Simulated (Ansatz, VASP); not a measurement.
## One calculation of HgTe, two programs

INCAR

```
SYSTEM = HgTe
  PREC = Accurate
  ENCUT = 520
  EDIFF = 1E-6
  ISMEAR = 0
  SIGMA = 0.1
  LREAL = .FALSE.
  LASPH = .TRUE.
  NELM = 100
  ALGO = Normal
  ISIF = 2
  LWAVE = .FALSE.
  LCHARG = .FALSE.
  GGA = PE
  IVDW = 12
  NBANDS = 16
```

Contents of KPOINTS:

```
regular mesh
0
G
  12 12 12
  0 0 0
```

File POSCAR:

```
HgTe
1.0
    0.0000000000      2.9581958731      2.9581958731
    2.9581958731      0.0000000000      2.9581958731
    2.9581958731      2.9581958731      0.0000000000
Hg Te
1 1
Direct
    0.0000000000      0.0000000000      0.0000000000
    0.5000000000      0.5000000000      0.5000000000
```

Input for Ansatz:

```yaml
crystal:
  lattice:
    - [0.0, 2.9581958731, 2.9581958731]
    - [2.9581958731, 0.0, 2.9581958731]
    - [2.9581958731, 2.9581958731, 0.0]
  atoms:
    - { symbol: Hg, position: [0.0, 0.0, 0.0] }
    - { symbol: Te, position: [0.5, 0.5, 0.5] }
basis:
  ecutwfc: 420
kpoints:
  mp_grid: { grid: [12, 12, 12] }
hamiltonian:
  xc: pbe
  dispersion: d3bj
scf:
  occupations: { method: gaussian, width: 0.1 }
output:
  forces: true
  stress: true
  eigenvalues: true
```

Alike in both runs: task single point; functional PBE; dispersion D3(BJ); k mesh 12 × 12 × 12; occupations gaussian, width 0.1 eV; no spin polarisation.

|  | VASP | Ansatz |
| --- | --- | --- |
| version | VASP 6.6.1 | Ansatz 0.2.0 |
| potentials or method | VASP PAW PBE potentials, release 64 (Hg, Te), cutoff 520 eV | scalar-relativistic, plane waves, PAW |
| valence electrons in the cell | 18 | 36 |

```csv
,VASP,Ansatz,Ansatz less VASP
gap on the k mesh at the Fermi level (eV),none,none,-
pressure (GPa),4.2,4.0,-0.20
```

A gap of «none» marks a metal or a gap that the smearing closes. VASP's potentials hold 18 valence electrons a cell and Ansatz's 36, so a difference there can come from the potentials and not from the codes.

Spin-orbit coupling is off throughout.
